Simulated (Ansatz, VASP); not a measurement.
**SiOs2O4: VASP beside Ansatz**

```xyz
14
Lattice="0.0000 4.2857 4.2857 4.2857 0.0000 4.2857 4.2857 4.2857 0.0000" Properties=species:S:1:pos:R:3 pbc="T T T"
Si    1.0714    1.0714    1.0714
Si    7.5000    7.5000    7.5000
Os    4.2857    4.2857    4.2857
Os    4.2857    2.1429    2.1429
Os    2.1429    2.1429    4.2857
Os    2.1429    4.2857    2.1429
O     2.1137    2.1137    2.1137
O     6.4577    4.2566    4.2566
O     4.3149    4.3149    2.1137
O     4.2566    6.4577    4.2566
O     2.1137    4.3149    4.3149
O     6.4577    6.4577    6.4577
O     4.3149    2.1137    4.3149
O     4.2566    4.2566    6.4577
```

Alike in both runs: task single point; functional r2SCAN; k mesh 7 × 7 × 7; no spin polarisation.

|  | VASP | Ansatz |
| --- | --- | --- |
| version | VASP 6.6.1 | Ansatz 0.2.0 |
| potentials or method | VASP PAW PBE potentials, release 64 (Si, Os, O), cutoff 520 eV | PAW plane waves |
| occupations | fermi-dirac, width 0.1 eV | fermi-dirac |
| valence electrons in the cell | 88 | 120 |

|  | VASP | Ansatz | Ansatz less VASP |
| --- | --- | --- | --- |
| pressure (GPa) | -9.0 | -10.7 | -1.69 |
| rms of the force components (eV/Å) | 0.869 | 0.811 | -0.0586 |

VASP's potentials were made for PBE, not for r2SCAN. Atom by atom the forces differ by 0.059 eV/Å (rms over components). VASP's potentials hold 88 valence electrons a cell and Ansatz's 120, so a difference there can come from the potentials and not from the codes.

Neither program's run includes spin-orbit coupling.
